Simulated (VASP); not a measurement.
Crystal: SnSe2 (1T).

```
Sn Se
1.0
     3.81100    0.00000    0.00000
    -1.90550    3.30042    0.00000
     0.00000    0.00000    6.13700
Sn Se
1 2
Direct
  0.00000 0.00000 0.00000
  0.33333 0.66667 0.25000
  0.66667 0.33333 0.75000
```

| Item | Value |
| --- | --- |
| Program | VASP 6.6.1 |
| Task | relaxation of cell and atoms |
| Functional | PBE |
| Potentials or basis | VASP PAW PBE potentials, release 64 (Sn_d, Se) |
| Cutoff | 600 eV |
| k mesh | 15 × 15 × 9 |
| Occupations | gaussian, width 0.03 eV |
| Spin | no spin polarisation |

At the start: pressure 5.4 GPa; volume 25.73 Å³/atom.

Where does the relaxation end?

Over 26 steps the energy falls by 38.4 meV/atom and the volume is 30.00 Å³/atom (+16.6 %); space group P-3m1 (No. 164, to 0.05 Å).

The path:
```
step  energy change (eV)  largest force (eV/Å)  pressure (GPa)  volume (Å³)
   1              0.0000                0.7374            5.37        77.19
   2             -0.0382                0.6090           -3.15        87.22
   3             -0.0982                0.0794            0.02        82.53
   4             -0.0982                0.0653            0.11        82.42
   5             -0.0993                0.0713            0.11        82.55
   6             -0.1020                0.0889            0.13        82.94
   7             -0.1046                0.1232            0.20        83.70
   8             -0.1057                0.1155            0.17        83.94
   9             -0.1083                0.0920            0.09        84.67
  10             -0.1117                0.0442           -0.06        86.12
  11             -0.1111                0.0547           -0.27        89.07
  12             -0.1126                0.0047           -0.16        87.46
  13             -0.1137                0.0366            0.05        87.89
  14             -0.1140                0.0719            0.27        88.34
  15             -0.1148                0.0322            0.15        89.02
  16             -0.1149                0.0451           -0.08        90.37
  17             -0.1151                0.0097            0.02        89.76
  18             -0.1152                0.0100            0.00        89.84
  19             -0.1152                0.0105           -0.04        89.98
  20             -0.1152                0.0011            0.00        89.99
  21             -0.1152                0.0004            0.00        89.99
  22             -0.1152                0.0001            0.00        89.99
  23             -0.1152                0.0001            0.01        89.98
  24             -0.1152                0.0005            0.02        89.97
  25             -0.1152                0.0003            0.02        89.97
  26             -0.1152                0.0015            0.01        89.99
```

Final structure:
```
Sn Se
1.0
     3.87271    0.00000    0.00000
    -1.93636    3.35387    0.00000
     0.00000    0.00000    6.92824
Sn Se
1 2
Direct
  0.00000 0.00000 0.00000
  0.33333 0.66667 0.23033
  0.66667 0.33333 0.76967
```

Caveat: the volume moved by over 15 % at a fixed basis, so the end points are rough; this functional lacks dispersion, which binds the layers, so the pressure and a relaxed spacing across them are unreliable.
